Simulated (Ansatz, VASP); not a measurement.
MnRh: VASP beside Ansatz

```
Mn Rh
1.0
     3.04400    0.00000    0.00000
     0.00000    3.04400    0.00000
     0.00000    0.00000    3.04400
Mn Rh
1 1
Direct
  0.00000 0.00000 0.00000
  0.50000 0.50000 0.50000
```

Alike in both runs: task single point; functional LDA; k mesh 8 × 8 × 8; collinear spin.

|  | VASP | Ansatz |
| --- | --- | --- |
| version | VASP 6.6.1 | Ansatz 0.2.0 |
| potentials or method | VASP PAW LDA potentials, release 64 (Mn_pv, Rh_pv) | plane waves, PAW |
| plane-wave cutoff (eV) | 520 | 420 |
| occupations | methfessel-paxton of order 1, width 0.05 eV | cold, width 0.05 eV |
| valence electrons in the cell | 28 | 32 |

```csv
,VASP,Ansatz,Ansatz less VASP
gap on the k mesh at the Fermi level (eV),none,none,-
net moment per atom (μB),2.04,2.05,+0.005
size of the moment on the site where the two differ most (μB),3.36,3.38,+0.025
```

LDA's correlation is that of Perdew and Zunger in VASP and of Perdew and Wang (1992) in Ansatz. Site moments also hang on the region over which each program counts them. A gap of «none» marks a metal or a gap that the smearing closes. VASP's potentials hold 28 valence electrons a cell and Ansatz's 32, so a difference there can come from the potentials and not from the codes. Ansatz's warnings: stability check not made.
